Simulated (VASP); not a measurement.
# BAs (F-43m) in VASP: vibrations by perturbation theory with LDA

Aim: the vibrations by perturbation theory of BAs with LDA.

Everything below comes from runs of VASP 6.6.1. Logs are shortened: lines on timing, memory, paths and dates and some standing lists are left out, and cuts for length are marked.

## (1) The cell of the first run

Symmetry: F-43m, No. 216, cubic system. Conventional cell: a = 4.739 Å, b = 4.739 Å, c = 4.739 Å, α = 90.00°, β = 90.00°, γ = 90.00°. Within 2.7 Å of B (site symmetry -43m) lie 4 As at 2.05 Å. Within 2.7 Å of As (site symmetry -43m) lie 4 B at 2.05 Å.

## (2) Vibrations by perturbation theory, LDA

INCAR reads:

```
SYSTEM = BAs
PREC = Accurate
ENCUT = 500
EDIFF = 1E-8
ISMEAR = 0
SIGMA = 0.01
LREAL = .False.
LASPH = .True.
NELM = 120
ALGO = Normal
ISIF = 2
LWAVE = .False.
LCHARG = .False.
IBRION = 8
NSW = 1
GGA_COMPAT = .False.
```

KPOINTS reads:

```
regular mesh
0
Gamma
  4 4 4
  0 0 0
```

POSCAR reads:

```
BAs
1.0
    0.0000000000      2.3693116970      2.3693116970
    2.3693116970      0.0000000000      2.3693116970
    2.3693116970      2.3693116970      0.0000000000
B As
1 1
Direct
    0.0000000000      0.0000000000      0.0000000000
    0.2500000000      0.2500000000      0.2500000000
```

Potentials or basis: VASP PAW LDA potentials, release 64 (B, As).

Run with:

```
$ cat potpaw_LDA.64/B/POTCAR potpaw_LDA.64/As/POTCAR > POTCAR
$ mpirun -np 1 vasp_std > vasp.out
```

OUTCAR:

```text
SYSTEM = BAs
   PREC = Accurate
   ENCUT = 500
   EDIFF = 1E-8
   ISMEAR = 0
   LREAL = .False.
   LASPH = .True.
   NELM = 120
   ISIF = 2
   IBRION = 8
   NSW = 1

 ion  position               nearest neighbor table
   1  0.000  0.000  0.000-   2 2.05   2 2.05   2 2.05   2 2.05
   2  0.250  0.250  0.250-   1 2.05   1 2.05   1 2.05   1 2.05

  LATTYP: Found a face centered cubic cell.
 ALAT       =     4.7386233940

  Lattice vectors:

 A1 = (   0.0000000000,   2.3693116970,   2.3693116970)
 A2 = (   2.3693116970,   0.0000000000,   2.3693116970)
 A3 = (   2.3693116970,   2.3693116970,   0.0000000000)

Analysis of symmetry for initial positions (statically):
[... 5 lines left out ...]
 face centered cubic supercell.

 Subroutine GETGRP returns: Found 24 space group operations
 (whereof 24 operations were pure point group operations)
 out of a pool of 48 trial point group operations.

The static configuration has the point symmetry T_d .

Analysis of symmetry for dynamics (positions and initial velocities):
[... 5 lines left out ...]
 face centered cubic supercell.

 Subroutine GETGRP returns: Found 24 space group operations
 (whereof 24 operations were pure point group operations)
 out of a pool of 48 trial point group operations.

The dynamic configuration has the point symmetry T_d .

 Subroutine INISYM returns: Found 24 space group operations
 (whereof 24 operations are pure point group operations),
 and found     1 'primitive' translations

----------------------------------------------------------------------------------------

                                     Primitive cell

  volume of cell :      26.6009

  direct lattice vectors                    reciprocal lattice vectors
     0.000000000  2.369311697  2.369311697    -0.211031753  0.211031753  0.211031753
     2.369311697  0.000000000  2.369311697     0.211031753 -0.211031753  0.211031753
     2.369311697  2.369311697  0.000000000     0.211031753  0.211031753 -0.211031753

  length of vectors
     3.350712735  3.350712735  3.350712735     0.365517718  0.365517718  0.365517718

  position of ions in fractional coordinates (direct lattice)
     0.000000000  0.000000000  0.000000000
     0.250000000  0.250000000  0.250000000

  ion indices of the primitive-cell ions
   primitive index   ion index
                 1           1
                 2           2

----------------------------------------------------------------------------------------

 KPOINTS: regular mesh

Automatic generation of k-mesh.
 Grid dimensions read from file:
 generate k-points for:    4    4    4

 Generating k-lattice:

  Cartesian coordinates                     Fractional coordinates (reciprocal lattice)
    -0.052757938  0.052757938  0.052757938     0.250000000  0.000000000  0.000000000
     0.052757938 -0.052757938  0.052757938     0.000000000  0.250000000  0.000000000
     0.052757938  0.052757938 -0.052757938     0.000000000  0.000000000  0.250000000

  Length of vectors
     0.091379429  0.091379429  0.091379429

  Shift w.r.t. Gamma in fractional coordinates (k-lattice)
     0.000000000  0.000000000  0.000000000

 Subroutine IBZKPT returns following result:
 ===========================================

 Found      8 irreducible k-points:

 Following reciprocal coordinates:
            Coordinates               Weight
  0.000000  0.000000  0.000000      1.000000
  0.250000  0.000000  0.000000      8.000000
[... 46 lines left out ...]
  Fermi-wavevector in a.u.,A,eV,Ry     =   1.096830  2.072708 16.368297  1.203036
  Thomas-Fermi vector in A             =   2.233179
   LORBIT       =      0    0 simple, 1 ext, 2 COOP (PROOUT), +10 PAW based schemes
   GGA     = CA    functional components
   LHFCALC =     F    Hartree Fock is set to
   AEXX    =    0.0000 exact exchange contribution
   IVDW    =     0    specifies the selected vdW correction
   LEPSILON=     F    determine dielectric tensor
   LRPA    =     F    only Hartree local field effects (RPA)
 non-spin polarized calculation
 Gauss-broadening in eV      SIGMA  =   0.01
  energy-cutoff  :      500.00
  volume of cell :       26.60
 maximum number of plane-waves:       692
   NGX = 13   NGY = 13   NGZ = 13

--------------------------------------- Ionic step        1  -------------------------------------------

 number of electron       8.0000001 magnetization

 Free energy of the ion-electron system (eV)
  ---------------------------------------------------
  ext. energy  EPLUGINS =         0.00000000
  ---------------------------------------------------
  free energy    TOTEN  =       -12.74427448 eV

  energy without entropy =      -12.74427448  energy(sigma->0) =      -12.74427448

 E-fermi :   6.5942     XC(G=0): -10.8730

 val. band max:        6.4736163985   @ k =   0.0000   0.0000   0.0000
 cond. band min:       7.7657233234   @ k =   0.5000   0.5000   0.0000
 fundamental gap:      1.2921069250
 Fermi energy:         6.5942073249

 k-point     1 :       0.0000    0.0000    0.0000
  band No.  band energies     occupation
      1      -9.1402      2.00000
      2       6.4736      2.00000
      3       6.4736      2.00000
      4       6.4736      2.00000
      5       9.7358      0.00000
      6       9.7358      0.00000
      7       9.7358      0.00000
      8      11.4757      0.00000
[... 67 lines left out ...]
 k-point     8 :      -0.2500    0.5000    0.2500
  band No.  band energies     occupation
      1      -4.6979      2.00000
      2      -1.5808      2.00000
      3       0.7960      2.00000
      4       1.0998      2.00000
      5      11.6352      0.00000
      6      12.4651      0.00000
      7      13.1919      0.00000
      8      13.6448      0.00000

------------------------ aborting loop because EDIFF is reached ----------------------------------------

  FORCE on cell =-STRESS in cart. coord.  units (eV):
  Direction    XX          YY          ZZ          XY          YZ          ZX
  --------------------------------------------------------------------------------------
  -------------------------------------------------------------------------------------
  Total        0.1584035      0.1584035      0.1584035      0.0000000      0.0000000      0.0000000
  in kB        9.5406663      9.5406663      9.5406663      0.0000000      0.0000000      0.0000000
  external PRESSURE =       9.5406663 kB  Pullay stress =       0.0000000 kB

 VOLUME and BASIS-vectors are now :
 -----------------------------------------------------------------------------
  energy-cutoff  :      500.00
  volume of cell :       26.60
      direct lattice vectors                 reciprocal lattice vectors
     0.000000000  2.369311697  2.369311697    -0.211031753  0.211031753  0.211031753
     2.369311697  0.000000000  2.369311697     0.211031753 -0.211031753  0.211031753
     2.369311697  2.369311697  0.000000000     0.211031753  0.211031753 -0.211031753

 POSITION                                       TOTAL-FORCE (eV/Angst)
 -----------------------------------------------------------------------------------
      0.00000      0.00000      0.00000        -0.000000      0.000000      0.000000
      1.18466      1.18466      1.18466         0.000000     -0.000000     -0.000000
 -----------------------------------------------------------------------------------
    total drift:                                0.000000      0.000000      0.000000

  FREE ENERGIE OF THE ION-ELECTRON SYSTEM (eV)
  ---------------------------------------------------
  free  energy   TOTEN  =       -12.7442744770 eV

  energy  without entropy=      -12.7442744770  energy(sigma->0) =      -12.74427448

[... ionic steps 2 to 3 ...]

--------------------------------------- Ionic step        4  -------------------------------------------

------------------------ aborting loop because EDIFF is reached ----------------------------------------

[... ionic steps 5 to 6 ...]

--------------------------------------- Ionic step        7  -------------------------------------------

 Free energy of the ion-electron system (eV)
  ---------------------------------------------------
  ---------------------------------------------------
  free energy    TOTEN  =        -0.03784279 eV

  energy without entropy =       -0.03784279

------------------------ aborting loop because EDIFF is reached ----------------------------------------

 INTERNAL STRAIN TENSOR  FOR ION    2  DIRECTION 1   (eV/Angst):
 -----------------------------------------------------------------------------
    -0.00578 -0.00000  0.00000
     0.00000  0.00513 -7.18203
    -0.00000 -7.18203  0.00513

 INTERNAL STRAIN TENSOR FOR ION    2 for displacements in x,y,z  (eV/Angst):
          X           Y           Z          XY          YZ          ZX
  --------------------------------------------------------------------------------
  x     0.00000     0.00000     0.00000     0.00000    -7.18203     0.00000
  y     0.00000     0.00000     0.00000    -0.00000     0.00000    -7.18203
  z     0.00000     0.00000     0.00000    -7.18203     0.00000     0.00000

 SECOND DERIVATIVES (NOT SYMMETRIZED)
 ------------------------------------
               1X          1Y          1Z          2X          2Y          2Z
  1X   -17.838644    0.000000    0.000000   17.838644    0.000000    0.000000
  1Y     0.000000  -17.838644    0.000000    0.000000   17.838644    0.000000
  1Z     0.000000    0.000000  -17.838644    0.000000    0.000000   17.838644
  2X    17.848624    0.000000    0.000000  -17.848624    0.000000    0.000000
  2Y     0.000000   17.848624    0.000000    0.000000  -17.848624    0.000000
  2Z     0.000000    0.000000   17.848624    0.000000    0.000000  -17.848624

 Eigenvectors and eigenvalues of the dynamical matrix
 ----------------------------------------------------

   1 f  =   21.482428 THz   134.978074 2PiTHz  716.576653 cm-1    88.844142 meV
             X         Y         Z           dx          dy          dz
      0.000000  0.000000  0.000000     0.000000    0.934793    0.000000
      1.184656  1.184656  1.184656     0.000000   -0.355194    0.000000
[... 21 lines left out ...]
   6 f/i=    0.001995 THz     0.012533 2PiTHz    0.066536 cm-1     0.008249 meV
             X         Y         Z           dx          dy          dz
      0.000000  0.000000  0.000000     0.000000    0.000000   -0.355194
      1.184656  1.184656  1.184656     0.000000    0.000000   -0.934793

--------------------------------------------------------------------------------------------------------

 ELASTIC MODULI CONTR FROM IONIC RELAXATION (kBar)
 Direction    XX          YY          ZZ          XY          YZ          ZX
 --------------------------------------------------------------------------------
 XX          -0.0000      0.0000      0.0000      0.0000      0.0000     -0.0000
 YY           0.0000     -0.0000      0.0000     -0.0000      0.0000     -0.0000
 ZZ           0.0000      0.0000     -0.0000      0.0000     -0.0000      0.0000
 XY           0.0000     -0.0000      0.0000   -182.4800      0.0000     -0.0000
 YZ           0.0000      0.0000     -0.0000      0.0000   -182.4800      0.0000
 ZX          -0.0000     -0.0000      0.0000     -0.0000      0.0000   -182.4800
 --------------------------------------------------------------------------------
```

Wall time 20 s (1 thread of AMD EPYC 7R13, shared host); peak memory 0.11 GiB.

What came out:

| Item | Value |
| --- | --- |
| Highest phonon frequency at Γ, LO-TO splitting left out | 717 cm⁻¹ |

Phonon frequencies in cm⁻¹ (negative: imaginary):
```
              q point        frequencies
(0.000, 0.000, 0.000)  0 0 0 717 717 717
```

Caveat: the k points lie up to 0.57 Å⁻¹ apart.
